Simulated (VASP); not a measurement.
# I (Fd-3m) in VASP: further runs

The runs below take I through single point, with LDA.

Everything below comes from runs of VASP 6.6.1. Logs are shortened: lines on timing, memory, paths and dates and some standing lists are left out, and cuts for length are marked.

**1. The cell of the first run**

The structure is cubic, space group Fd-3m (No. 227). Conventional cell: a = 6.367 Å, b = 6.367 Å, c = 6.367 Å, α = 90.00°, β = 90.00°, γ = 90.00°. I (site symmetry -43m) has 4 I at 2.76 Å within 3.6 Å.

**2. Single point, LDA (32.27 Å³/atom)**

The input, INCAR:

```
ALGO = Normal ; EDIFF = 1E-6
ENCUT = 520 ; ISIF = 2
ISMEAR = -1 ; LASPH = T
LCHARG = T ; LELF = T
LREAL = F ; LVHAR = T
LWAVE = F ; NBANDS = 14
NELM = 100 ; PREC = Accurate
SIGMA = 0.08
```

The input, KPOINTS:

```
k-points
0
Gamma
  11 11 11
```

The input, POSCAR:

```
I
1.0
    0.0000000000      3.1835535796      3.1835535796
    3.1835535796      0.0000000000      3.1835535796
    3.1835535796      3.1835535796      0.0000000000
I
2
Direct
   -0.1250000000     -0.1250000000     -0.1250000000
    0.1250000000      0.1250000000      0.1250000000
```

Potentials or basis: VASP PAW LDA potentials, release 64 (I).

Run with:

```sh
cat potpaw_LDA.64/I/POTCAR > POTCAR
mpirun -np 1 vasp_std > vasp.out
```

OUTCAR:

```text
EDIFF = 1E-6
   ENCUT = 520
   ISIF = 2
   ISMEAR = -1
   LASPH = T
   LREAL = F
   NELM = 100
   PREC = Accurate

 ion  position               nearest neighbor table
   1  0.875  0.875  0.875-   2 2.76   2 2.76   2 2.76   2 2.76
   2  0.125  0.125  0.125-   1 2.76   1 2.76   1 2.76   1 2.76

  LATTYP: Found a face centered cubic cell.
 ALAT       =     6.3671071592

  Lattice vectors:

 A1 = (   0.0000000000,   3.1835535796,   3.1835535796)
 A2 = (   3.1835535796,   0.0000000000,   3.1835535796)
 A3 = (   3.1835535796,   3.1835535796,   0.0000000000)

Analysis of symmetry for initial positions (statically):
=====================================================================
 Subroutine PRICEL returns:
 Original cell was already a primitive cell.

 Routine SETGRP: Setting up the symmetry group for a
 face centered cubic supercell.

 Subroutine GETGRP returns: Found 48 space group operations
 (whereof 12 operations were pure point group operations)
 out of a pool of 48 trial point group operations.

The static configuration has the point symmetry D_3d.
 The point group associated with its full space group is O_h .

Analysis of symmetry for dynamics (positions and initial velocities):
=====================================================================
 Subroutine PRICEL returns:
 Original cell was already a primitive cell.

 Routine SETGRP: Setting up the symmetry group for a
 face centered cubic supercell.

 Subroutine GETGRP returns: Found 48 space group operations
 (whereof 12 operations were pure point group operations)
 out of a pool of 48 trial point group operations.

The dynamic configuration has the point symmetry D_3d.
 The point group associated with its full space group is O_h .

 Subroutine INISYM returns: Found 48 space group operations
 (whereof 12 operations are pure point group operations),
 and found     1 'primitive' translations

----------------------------------------------------------------------------------------

                                     Primitive cell

  volume of cell :      64.5307

  direct lattice vectors                    reciprocal lattice vectors
     0.000000000  3.183553580  3.183553580    -0.157057196  0.157057196  0.157057196
     3.183553580  0.000000000  3.183553580     0.157057196 -0.157057196  0.157057196
     3.183553580  3.183553580  0.000000000     0.157057196  0.157057196 -0.157057196

  length of vectors
[... 86 lines left out ...]
   IBRION =     -1    ionic relax: 0-MD 1-quasi-New 2-CG
   NFREE  =      0    steps in history (QN), initial steepest desc. (CG)
   ISIF   =      2    stress and relaxation
   ISYM   =      2    0-nonsym 1-usesym 2-fastsym
   POTIM  = 0.5000    time-step for ionic-motion
   TEBEG  =    0.0;   TEEND  =   0.0 temperature during run
   PSTRESS=    0.0 pullay stress
   NELECT =      14.0000    total number of electrons
   NUPDOWN=      -1.0000    fix difference up-down
   EMIN   =  10.00;   EMAX   =-10.00  energy-range for DOS
   EFERMI =   0.00;   METHOD = LEGACY
   ISMEAR =    -1;   SIGMA  =   0.08  broadening in eV -4-tet -1-fermi 0-gaus
   EFERMI_NEDOS =   21; number of points for ismear=-14 and -15
   IALGO  =     38    algorithm
   IMIX   =      4    mixing-type and parameters
     AMIX     =   0.40;   BMIX     =  1.00
     AMIX_MAG =   1.60;   BMIX_MAG =  1.00
  volume/ion in A,a.u.               =      32.27       217.74
  Fermi-wavevector in a.u.,A,eV,Ry     =   0.983699  1.858921 13.165851  0.967663
  Thomas-Fermi vector in A             =   2.114876
   LORBIT       =      0    0 simple, 1 ext, 2 COOP (PROOUT), +10 PAW based schemes
   GGA     = CA    functional components
   LHFCALC =     F    Hartree Fock is set to
   AEXX    =    0.0000 exact exchange contribution
   IVDW    =     0    specifies the selected vdW correction
   LEPSILON=     F    determine dielectric tensor
   LRPA    =     F    only Hartree local field effects (RPA)
 non-spin polarized calculation
  energy-cutoff  :      520.00
  volume of cell :       64.53
 maximum number of plane-waves:      1807
 NGX is ok and might be reduce to    36
   NGX = 17   NGY = 17   NGZ = 17

 number of electron      13.9999999 magnetization

 Free energy of the ion-electron system (eV)
  ---------------------------------------------------
  ext. energy  EPLUGINS =         0.00000000
  ---------------------------------------------------
  free energy    TOTEN  =        -0.59935839 eV

  energy without entropy =       -0.55394591  energy(sigma->0) =       -0.57665215

 E-fermi :   7.0220     XC(G=0):  -9.3504

 val. band max:        6.9825194642   @ k =  -0.2727   0.2727   0.0000
 cond. band min:       7.0227104661   @ k =  -0.4545   0.3636   0.1818
 fundamental gap:      0.0401910019
 Fermi energy:         7.0219808738

 k-point     1 :       0.0000    0.0000    0.0000
  band No.  band energies     occupation
      1     -10.2216      2.00000
      2      -3.5366      2.00000
      3       1.5518      2.00000
      4       1.5518      2.00000
      5       1.5518      2.00000
      6       4.6146      2.00000
      7       4.6146      2.00000
      8       4.6146      2.00000
      9       9.8729      0.00000
     10      12.2801      0.00000
     11      12.2801      0.00000
     12      14.1057      0.00000
     13      14.1057      0.00000
     14      14.1057      0.00000
[... 377 lines left out ...]
      1      -9.5804      2.00000
      2      -5.3135      2.00000
      3       0.2460      2.00000
      4       1.0849      2.00000
      5       2.3283      2.00000
      6       5.3658      2.00000
      7       5.4150      2.00000
      8       6.3989      1.99917
      9      11.0739      0.00000
     10      11.7427      0.00000
     11      12.0515      0.00000
     12      14.6858      0.00000
     13      15.5666      0.00000
     14      15.9516      0.00000

 [... further k-points ...]
[... 5 lines left out ...]
  --------------------------------------------------------------------------------------
  -------------------------------------------------------------------------------------
  Total       10.3894007     10.3894007     10.3894007      0.0000000      0.0000000     -0.0000000
  in kB      257.9494424    257.9494424    257.9494424      0.0000000      0.0000000     -0.0000000
  external PRESSURE =     257.9494424 kB  Pullay stress =       0.0000000 kB

 VOLUME and BASIS-vectors are now :
 -----------------------------------------------------------------------------
  energy-cutoff  :      520.00
  volume of cell :       64.53
      direct lattice vectors                 reciprocal lattice vectors
     0.000000000  3.183553580  3.183553580    -0.157057196  0.157057196  0.157057196
     3.183553580  0.000000000  3.183553580     0.157057196 -0.157057196  0.157057196
     3.183553580  3.183553580  0.000000000     0.157057196  0.157057196 -0.157057196

 POSITION                                       TOTAL-FORCE (eV/Angst)
 -----------------------------------------------------------------------------------
      5.57122      5.57122      5.57122         0.000000      0.000000      0.000000
      0.79589      0.79589      0.79589        -0.000000     -0.000000     -0.000000
 -----------------------------------------------------------------------------------
    total drift:                               -0.000000      0.000000      0.000000

  FREE ENERGIE OF THE ION-ELECTRON SYSTEM (eV)
  ---------------------------------------------------
  free  energy   TOTEN  =        -0.5993583857 eV

  energy  without entropy=       -0.5539459115  energy(sigma->0) =       -0.57665215
```

stdout:

```text
POSCAR found type information on POSCAR I
 POSCAR found :  1 types and       2 ions
 scaLAPACK will be used
 LDA part: xc-table for (Slater(with rela. corr.)+CA(PZ))
 , standard interpolation
 POSCAR, INCAR and KPOINTS ok, starting setup
 FFT: planning ... GRIDC
 FFT: planning ... GRID_SOFT
 FFT: planning ... GRID
 WAVECAR not read
 entering main loop
```

It took 26 s on 1 thread of Intel Xeon Platinum 8124M at 3.00GHz (Skylake/Cascade Lake), shared host; peak memory 0.19 GiB.

What came out:

```yaml
Free_energy: -0.5994 eV
Pressure: 25.8 GPa
Band_gap_on_the_k_mesh: zero (bands 7 and 8 overlap by 3.69 eV)
```

Caveat: the cell stands under pressure; spin-orbit coupling is left out, which moves the levels of the heavy elements.

[end of part 1 of 2]
